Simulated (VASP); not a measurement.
## YS: electric field gradients with LDA

The system is YS.

```
Y S
1.0
     0.00000    2.70657    2.70657
     2.70657    0.00000    2.70657
     2.70657    2.70657    0.00000
Y S
1 1
Direct
  0.50000 0.50000 0.50000
  0.00000 0.00000 0.00000
```

| Quantity | Value |
| --- | --- |
| Program | VASP 6.6.1 |
| Task | electric field gradients |
| Functional | LDA |
| Potentials or basis | VASP PAW LDA potentials, release 64 (Y_sv, S) |
| Cutoff | 520 eV |
| k mesh | 8 × 8 × 8 |
| Occupations | fermi-dirac, width 0.01 eV |
| Spin | no spin polarisation |
| Dipole correction | no |
| Further INCAR settings | ALGO = Normal; EDIFF = 1e-08; NBANDS = 16 |

| Item | Value |
| --- | --- |
| Pressure | 0.4 GPa |
| Band gap on the k mesh | zero (an odd number of electrons rules out a gap without spin polarisation) |
| Largest electric field gradient by atom | zero within the noise of the run |

Levels at points of the mesh, in eV from the Fermi level:
```tsv
k point	band 6	band 7	band 8	band 9	band 10	band 11	band 12	band 13
(0.00, 0.00, 0.00)	-3.31	-3.31	-3.31	-0.23	-0.23	-0.23	0.66	0.66
(0.50, 0.00, 0.00)	-7.22	-5.31	-5.31	2.18	2.87	2.93	2.93	6.12
(0.50, 0.50, 0.00)	-5.44	-4.02	-4.02	-2.47	1.98	3.44	4.02	4.02
```

It took 32 s on 1 thread of Intel Xeon 8259CL, with other jobs on the host, peak memory 0.16 GiB.
